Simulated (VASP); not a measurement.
# SnO (P4/nmm) in VASP: notebook

The runs below take SnO through single point, with LDA.

Program: VASP 6.6.1. These are calculated values, not measurements. Logs are shortened: lines on timing, memory, paths and dates and some standing lists are left out, and cuts for length are marked.

**1. The cell of the first run**

The structure is tetragonal, space group P4/nmm (No. 129). Conventional cell: a = 4.031 Å, b = 4.031 Å, c = 5.028 Å, α = 90.00°, β = 90.00°, γ = 90.00°. Within 3.1 Å of Sn (site symmetry 4mm) lie 4 O at 2.36 Å. O (site symmetry -4m2) has 4 Sn at 2.36 Å and 4 O at 2.85 Å within 3.1 Å.

**2. Single point, LDA**

File INCAR:

```
SYSTEM = SnO
PREC = Accurate ; ENCUT = 520
EDIFF = 1E-6 ; ISMEAR = 0
SIGMA = 0.15 ; LREAL = .False.
LASPH = .True. ; NELM = 80
ALGO = Normal ; ISIF = 2
LWAVE = .False. ; LCHARG = .False.
NBANDS = 28
```

File KPOINTS:

```
Automatic mesh
0
Gamma
  10 10 8
  0 0 0
```

File POSCAR:

```
SnO
1.0
    4.0306000000      0.0000000000      0.0000000000
    0.0000000000      4.0306000000      0.0000000000
    0.0000000000      0.0000000000      5.0277000000
Sn O
2 2
Direct
    0.0000000000      0.5000000000      0.2457459271
    0.5000000000      0.0000000000      0.7542540729
    0.0000000000      0.0000000000      0.0000000000
    0.5000000000      0.5000000000      0.0000000000
```

Potentials or basis: VASP PAW LDA potentials, release 64 (Sn_d, O).

Launch:

```bash
> cat potpaw_LDA.64/Sn_d/POTCAR potpaw_LDA.64/O/POTCAR > POTCAR
> mpirun -np 1 vasp_std > vasp.out
```

OUTCAR:

```text
SYSTEM = SnO
   PREC = Accurate
   ENCUT = 520
   EDIFF = 1E-6
   ISMEAR = 0
   LREAL = .False.
   LASPH = .True.
   NELM = 80
   ISIF = 2

 ion  position               nearest neighbor table
   1  0.000  0.500  0.246-   3 2.36   4 2.36   3 2.36   4 2.36
   2  0.500  0.000  0.754-   3 2.36   4 2.36   4 2.36   3 2.36
   3  0.000  0.000  0.000-   1 2.36   2 2.36   1 2.36   2 2.36
   4  0.500  0.500  0.000-   1 2.36   2 2.36   2 2.36   1 2.36

  LATTYP: Found a simple tetragonal cell.
 ALAT       =     4.0306000000
 C/A-ratio  =     1.2473825237

  Lattice vectors:

 A1 = (   4.0306000000,   0.0000000000,   0.0000000000)
 A2 = (   0.0000000000,   4.0306000000,   0.0000000000)
 A3 = (   0.0000000000,   0.0000000000,   5.0277000000)

Analysis of symmetry for initial positions (statically):
=====================================================================
 Subroutine PRICEL returns:
 Original cell was already a primitive cell.

 Routine SETGRP: Setting up the symmetry group for a
 simple tetragonal supercell.

 Subroutine GETGRP returns: Found 16 space group operations
 (whereof  8 operations were pure point group operations)
 out of a pool of 16 trial point group operations.

The static configuration has the point symmetry D_2d.
 The point group associated with its full space group is D_4h.

Analysis of symmetry for dynamics (positions and initial velocities):
=====================================================================
 Subroutine PRICEL returns:
 Original cell was already a primitive cell.

 Routine SETGRP: Setting up the symmetry group for a
 simple tetragonal supercell.

 Subroutine GETGRP returns: Found 16 space group operations
 (whereof  8 operations were pure point group operations)
 out of a pool of 16 trial point group operations.

The dynamic configuration has the point symmetry D_2d.
 The point group associated with its full space group is D_4h.

 Subroutine INISYM returns: Found 16 space group operations
 (whereof  8 operations are pure point group operations),
 and found     1 'primitive' translations

----------------------------------------------------------------------------------------

                                     Primitive cell

  volume of cell :      81.6787

  direct lattice vectors                    reciprocal lattice vectors
     4.030600000  0.000000000  0.000000000     0.248102020  0.000000000  0.000000000
     0.000000000  4.030600000  0.000000000     0.000000000  0.248102020  0.000000000
     0.000000000  0.000000000  5.027700000     0.000000000  0.000000000  0.198898105

  length of vectors
     4.030600000  4.030600000  5.027700000     0.248102020  0.248102020  0.198898105

  position of ions in fractional coordinates (direct lattice)
     0.000000000  0.500000000  0.245745927
     0.500000000  0.000000000  0.754254073
     0.000000000  0.000000000  0.000000000
     0.500000000  0.500000000  0.000000000

  ion indices of the primitive-cell ions
   primitive index   ion index
                 1           1
                 2           2
                 3           3
                 4           4

----------------------------------------------------------------------------------------

 KPOINTS: Automatic mesh

Automatic generation of k-mesh.
 Grid dimensions read from file:
 generate k-points for:   10   10    8

 Generating k-lattice:

  Cartesian coordinates                     Fractional coordinates (reciprocal lattice)
     0.024810202  0.000000000  0.000000000     0.100000000  0.000000000  0.000000000
     0.000000000  0.024810202  0.000000000     0.000000000  0.100000000  0.000000000
     0.000000000  0.000000000  0.024862263     0.000000000  0.000000000  0.125000000

  Length of vectors
     0.024810202  0.024810202  0.024862263

  Shift w.r.t. Gamma in fractional coordinates (k-lattice)
     0.000000000  0.000000000  0.000000000

 Subroutine IBZKPT returns following result:
 ===========================================

 Found    105 irreducible k-points:

 Following reciprocal coordinates:
            Coordinates               Weight
  0.000000  0.000000  0.000000      1.000000
  0.100000  0.000000  0.000000      4.000000
  0.200000  0.000000  0.000000      4.000000
  0.300000  0.000000  0.000000      4.000000
  0.400000  0.000000  0.000000      4.000000
  0.500000  0.000000  0.000000      2.000000
[... 16 lines left out ...]
  0.100000  0.000000  0.125000      8.000000
  0.200000  0.000000  0.125000      8.000000
 [... further k-points ...]
   k-points           NKPTS =    105   k-points in BZ     NKDIM =    105   number of bands    NBANDS=     28
   number of dos      NEDOS =    301   number of ions     NIONS =      4
   total plane-waves  NPLWV =  36000
   dimension x,y,z NGX =    30 NGY =   30 NGZ =   40
   dimension x,y,z NGXF=    60 NGYF=   60 NGZF=   80
   ions per type =               2   2
   NGX,Y,Z   is equivalent  to a cutoff of  12.37, 12.37, 13.23 a.u.
   NGXF,Y,Z  is equivalent  to a cutoff of  24.75, 24.75, 26.45 a.u.
 SYSTEM =  SnO
   PREC   = accura    normal or accurate (medium, high low for compatibility)
   ISTART =      0    job   : 0-new  1-cont  2-samecut
   ICHARG =      2    charge: 1-file 2-atom 10-const
   ISPIN  =      1    spin polarized calculation?
   LNONCOLLINEAR =      F non collinear calculations
   LSORBIT =      F    spin-orbit coupling
   LASPH  =      T    aspherical Exc in radial PAW
   ENCUT  =  520.0 eV  38.22 Ry    6.18 a.u.   7.49  7.49  9.35*2*pi/ulx,y,z
   NELM   =     80;   NELMIN=  2; NELMDL= -5     # of ELM steps
   EDIFF  = 0.1E-05   stopping-criterion for ELM
   LREAL  =      F    real-space projection
[... 7 lines left out ...]
   TEBEG  =    0.0;   TEEND  =   0.0 temperature during run
   PSTRESS=    0.0 pullay stress
   NELECT =      40.0000    total number of electrons
   NUPDOWN=      -1.0000    fix difference up-down
   EMIN   =  10.00;   EMAX   =-10.00  energy-range for DOS
   EFERMI =   0.00;   METHOD = LEGACY
   ISMEAR =     0;   SIGMA  =   0.15  broadening in eV -4-tet -1-fermi 0-gaus
   EFERMI_NEDOS =   21; number of points for ismear=-14 and -15
   IALGO  =     38    algorithm
   IMIX   =      4    mixing-type and parameters
     AMIX     =   0.40;   BMIX     =  1.00
     AMIX_MAG =   1.60;   BMIX_MAG =  1.00
  volume/ion in A,a.u.               =      20.42       137.80
  Fermi-wavevector in a.u.,A,eV,Ry     =   1.290403  2.438507 22.655591  1.665139
  Thomas-Fermi vector in A             =   2.422236
   LORBIT       =      0    0 simple, 1 ext, 2 COOP (PROOUT), +10 PAW based schemes
   GGA     = CA    functional components
   LHFCALC =     F    Hartree Fock is set to
   AEXX    =    0.0000 exact exchange contribution
   IVDW    =     0    specifies the selected vdW correction
   LEPSILON=     F    determine dielectric tensor
   LRPA    =     F    only Hartree local field effects (RPA)
 non-spin polarized calculation
 Gauss-broadening in eV      SIGMA  =   0.15
  energy-cutoff  :      520.00
  volume of cell :       81.68
 maximum number of plane-waves:      2228
 NGX is ok and might be reduce to    30
   NGX = 15   NGY = 15   NGZ = 19

 number of electron      40.0000007 magnetization

 Free energy of the ion-electron system (eV)
  ---------------------------------------------------
  ext. energy  EPLUGINS =         0.00000000
  ---------------------------------------------------
  free energy    TOTEN  =       -24.93840828 eV

  energy without entropy =      -24.93829685  energy(sigma->0) =      -24.93835257

 E-fermi :   4.8412     XC(G=0):  -9.9527

 val. band max:        4.5927094779   @ k =   0.0000   0.0000   0.0000
 cond. band min:       5.0243513067   @ k =   0.5000   0.5000   0.0000
 fundamental gap:      0.4316418288
 Fermi energy:         4.8411662277

 k-point     1 :       0.0000    0.0000    0.0000
  band No.  band energies     occupation
      1     -16.4913      2.00000
      2     -16.3213      2.00000
      3     -16.3213      2.00000
      4     -16.3205      2.00000
      5     -16.3113      2.00000
      6     -16.2945      2.00000
[... 20 lines left out ...]
     27      11.2589      0.00000
     28      11.8794      0.00000

 k-point     2 :       0.1000    0.0000    0.0000
  band No.  band energies     occupation
      1     -16.4872      2.00000
      2     -16.3206      2.00000
      3     -16.3197      2.00000
      4     -16.3193      2.00000
      5     -16.3113      2.00000
      6     -16.2926      2.00000
[... 20 lines left out ...]
     27      11.3915      0.00000
     28      12.4520      0.00000

 k-point     3 :       0.2000    0.0000    0.0000
  band No.  band energies     occupation
      1     -16.4759      2.00000
      2     -16.3203      2.00000
      3     -16.3181      2.00000
      4     -16.3153      2.00000
      5     -16.3112      2.00000
      6     -16.2873      2.00000
[... 20 lines left out ...]
     27      11.5647      0.00000
     28      13.7258      0.00000

 k-point     4 :       0.3000    0.0000    0.0000
  band No.  band energies     occupation
      1     -16.4589      2.00000
      2     -16.3411      2.00000
      3     -16.3137      2.00000
      4     -16.3104      2.00000
      5     -16.3092      2.00000
      6     -16.2971      2.00000
[... 20 lines left out ...]
     27      11.8283      0.00000
     28      14.8442      0.00000

 k-point     5 :       0.4000    0.0000    0.0000
  band No.  band energies     occupation
      1     -16.4367      2.00000
      2     -16.3756      2.00000
      3     -16.3086      2.00000
      4     -16.3082      2.00000
      5     -16.3049      2.00000
      6     -16.2994      2.00000
[... 20 lines left out ...]
     27      12.2649      0.00000
     28      13.8102      0.00000

 k-point     6 :       0.5000    0.0000    0.0000
  band No.  band energies     occupation
      1     -16.4088      2.00000
      2     -16.4088      2.00000
      3     -16.3060      2.00000
      4     -16.3060      2.00000
      5     -16.3030      2.00000
      6     -16.3030      2.00000
[... 463 lines left out ...]
      5     -16.2892      2.00000
      6     -16.2892      2.00000
[... 20 lines left out ...]
     27      12.4525      0.00000
     28      12.4525      0.00000

 k-point    22 :       0.0000    0.0000    0.1250
  band No.  band energies     occupation
      1     -16.4895      2.00000
      2     -16.3222      2.00000
      3     -16.3190      2.00000
      4     -16.3190      2.00000
      5     -16.3101      2.00000
      6     -16.2930      2.00000
[... 20 lines left out ...]
     27      11.3008      0.00000
     28      11.9915      0.00000

 k-point    23 :       0.1000    0.0000    0.1250
  band No.  band energies     occupation
      1     -16.4857      2.00000
      2     -16.3220      2.00000
      3     -16.3190      2.00000
      4     -16.3174      2.00000
      5     -16.3088      2.00000
      6     -16.2912      2.00000
[... 20 lines left out ...]
     27      11.4646      0.00000
     28      12.5288      0.00000

 k-point    24 :       0.2000    0.0000    0.1250
  band No.  band energies     occupation
      1     -16.4749      2.00000
      2     -16.3249      2.00000
      3     -16.3187      2.00000
      4     -16.3138      2.00000
      5     -16.3055      2.00000
      6     -16.2875      2.00000
[... 20 lines left out ...]
     27      11.7251      0.00000
     28      13.7370      0.00000

 [... further k-points ...]

------------------------ aborting loop because EDIFF is reached ----------------------------------------

  FORCE on cell =-STRESS in cart. coord.  units (eV):
  Direction    XX          YY          ZZ          XY          YZ          ZX
  --------------------------------------------------------------------------------------
  -------------------------------------------------------------------------------------
  Total       -7.5272959     -7.5272959     -6.4586445      0.0000000      0.0000000      0.0000000
  in kB     -147.6525023   -147.6525023   -126.6902538      0.0000000      0.0000000      0.0000000
  external PRESSURE =    -140.6650862 kB  Pullay stress =       0.0000000 kB

 VOLUME and BASIS-vectors are now :
 -----------------------------------------------------------------------------
  energy-cutoff  :      520.00
  volume of cell :       81.68
      direct lattice vectors                 reciprocal lattice vectors
     4.030600000  0.000000000  0.000000000     0.248102020  0.000000000  0.000000000
     0.000000000  4.030600000  0.000000000     0.000000000  0.248102020  0.000000000
     0.000000000  0.000000000  5.027700000     0.000000000  0.000000000  0.198898105

 POSITION                                       TOTAL-FORCE (eV/Angst)
 -----------------------------------------------------------------------------------
      0.00000      2.01530      1.23554        -0.000000     -0.000000     -2.214571
      2.01530      0.00000      3.79216        -0.000000     -0.000000      2.214571
      0.00000      0.00000      0.00000        -0.000000      0.000000      0.000000
      2.01530      2.01530      0.00000         0.000000     -0.000000      0.000000
 -----------------------------------------------------------------------------------
    total drift:                                0.000000      0.000000      0.000000

  FREE ENERGIE OF THE ION-ELECTRON SYSTEM (eV)
  ---------------------------------------------------
  free  energy   TOTEN  =       -24.9384082803 eV

  energy  without entropy=      -24.9382968540  energy(sigma->0) =      -24.93835257
```

Wall time 5.6 min (1 thread of Intel Xeon 8259CL, shared host); peak memory 0.3 GiB.

What came out:

```
Free energy            : -24.9384 eV
Pressure               : -14.1 GPa
Largest force          : 2.215 eV/Å
Band gap on the k mesh : 0.43 eV (least direct gap 1.80 eV)
```

Forces on the atoms (eV/Å):
```
Sn   0.000  0.000 -2.215
Sn   0.000  0.000  2.215
O    0.000  0.000  0.000
O    0.000  0.000  0.000
```

Stress tensor (GPa, compression positive):
```
-14.77   0.00   0.00
  0.00 -14.77   0.00
  0.00   0.00 -12.67
```

Levels at points of the mesh, in eV from the valence-band top:
| k point | band 18 | band 19 | band 20 | band 21 | band 22 | band 23 |
| --- | --- | --- | --- | --- | --- | --- |
| (0.00, 0.00, 0.00) | -1.93 | -1.93 | 0.00 | 1.96 | 4.42 | 4.42 |
| (0.50, 0.00, 0.00) | -3.35 | -1.91 | -1.91 | 3.03 | 3.03 | 5.41 |
| (0.50, 0.50, 0.00) | -1.56 | -1.36 | -1.36 | 0.43 | 0.43 | 4.51 |
| (0.00, 0.00, 0.50) | -1.96 | -1.96 | -1.31 | 1.82 | 2.99 | 2.99 |
| (0.50, 0.00, 0.50) | -3.31 | -1.13 | -1.13 | 2.60 | 2.60 | 5.03 |
| (0.50, 0.50, 0.50) | -2.27 | -1.36 | -1.36 | 2.62 | 2.62 | 3.87 |

Caveat: the cell stands under tension; semilocal functionals underestimate gaps, and a narrow one can read as zero; spin-orbit coupling is left out, which moves the levels of the heavy elements; forces of over 1 eV/Å act on the atoms, so gaps and moduli don't describe the material at rest. A k mesh can miss the band edges.

**3. Single point, LDA**

This run uses another cell than the first one, of 21.18 Å³/atom.

File INCAR:

```
PREC = Accurate
ENCUT = 520
EDIFF = 1E-6
ISMEAR = 0
SIGMA = 0.15
LREAL = False
LASPH = True
NELM = 100
ALGO = Normal
ISIF = 2
LWAVE = False
LCHARG = False
GGA = CA
NBANDS = 28
```

File KPOINTS:

```
Automatic mesh
0
Gamma
  10 10 8
```

Edit POSCAR of step 2 so:

```diff
@@ -4,3 +4,3 @@
     0.0000000000      4.0306000000      0.0000000000
-    0.0000000000      0.0000000000      5.0277000000
+    0.0000000000      0.0000000000      5.2140000000
 Sn O
```

Potentials or basis: VASP PAW LDA potentials, release 64 (Sn_d, O).

Launch:

```bash
> cat potpaw_LDA.64/Sn_d/POTCAR potpaw_LDA.64/O/POTCAR > POTCAR
> mpirun -np 1 vasp_std > vasp.out
```

Run time: 5.2 min. Hardware: 1 thread of Intel Xeon 8259CL, shared host; peak memory 0.3 GiB.

Results (log left out):

```
Free energy            : -24.6757 eV
Pressure               : -15.1 GPa
Largest force          : 2.730 eV/Å
Band gap on the k mesh : 0.40 eV (least direct gap 1.57 eV)
```

Forces in eV/Å, atoms in the order of the input:
```
Sn   0.000  0.000 -2.730
Sn   0.000  0.000  2.730
O    0.000  0.000  0.000
O    0.000  0.000  0.000
```

Stress tensor (GPa, compression positive):
```
-14.99   0.00   0.00
  0.00 -14.99   0.00
  0.00   0.00 -15.39
```

Levels at points of the mesh, in eV from the valence-band top:
| k point | band 16 | band 17 | band 18 | band 19 | band 20 | band 21 | band 22 | band 23 | band 24 | band 25 |
| --- | --- | --- | --- | --- | --- | --- | --- | --- | --- | --- |
| (0.00, 0.00, 0.00) | -4.32 | -2.15 | -1.72 | -1.72 | 0.00 | 1.87 | 4.33 | 4.33 | 4.48 | 5.22 |
| (0.50, 0.00, 0.00) | -3.44 | -3.12 | -3.12 | -1.92 | -1.92 | 2.82 | 2.82 | 5.28 | 5.28 | 5.52 |
| (0.50, 0.50, 0.00) | -3.53 | -1.68 | -1.68 | -1.18 | -1.18 | 0.40 | 0.40 | 4.30 | 4.30 | 6.26 |
| (0.00, 0.00, 0.50) | -3.65 | -2.21 | -1.75 | -1.75 | -1.45 | 1.97 | 2.99 | 2.99 | 3.59 | 6.96 |
| (0.50, 0.00, 0.50) | -3.79 | -3.09 | -3.09 | -1.19 | -1.19 | 2.39 | 2.39 | 4.97 | 4.97 | 6.01 |
| (0.50, 0.50, 0.50) | -3.94 | -2.28 | -2.28 | -1.18 | -1.18 | 2.48 | 2.48 | 3.56 | 3.56 | 5.19 |

Caveat: the cell stands under tension; semilocal functionals underestimate gaps, and a narrow one can read as zero; spin-orbit coupling is left out, which moves the levels of the heavy elements; forces of over 1 eV/Å act on the atoms, so gaps and moduli don't describe the material at rest.
